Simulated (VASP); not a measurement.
Runs of VASP 6.6.1 on Pt. The structure is that of space group Fm-3m (No. 225), or close to it. The cells are those of the table. 

```tsv
cell	gap on the mesh (eV)	pressure (GPa)
a = 2.804, b = 2.804, c = 2.838 Å, angles 59.6, 59.6, 60.8°, 1 atom	none	-2.5
a = 2.701, b = 2.701, c = 2.630 Å, angles 60.9, 60.9, 58.3°, 1 atom	none	52.4
a = 2.734, b = 2.734, c = 2.700 Å, angles 60.4, 60.4, 59.2°, 1 atom	none	(a)
a = 2.667, b = 2.667, c = 2.561 Å, angles 61.3, 61.3, 57.4°, 1 atom	none	83.7
```

Alike in all rows: task single point; level PBE; potentials or basis VASP PAW PBE potentials, release 64 (Pt); no spin polarisation; k mesh 20 × 20 × 20; cutoff (eV) 520; smearing fermi-dirac 0.02 eV.

Problem. Estimate the missing entries.

Solution. (a) 28.7.

Caveats: spin-orbit coupling is left out, which moves the levels of the heavy elements; the cell stands under pressure (at least some runs).

A k mesh can miss the band edges, and the runs leave out spin-orbit coupling on Pt.

A gap of «none» marks levels without a gap at the run's occupations.
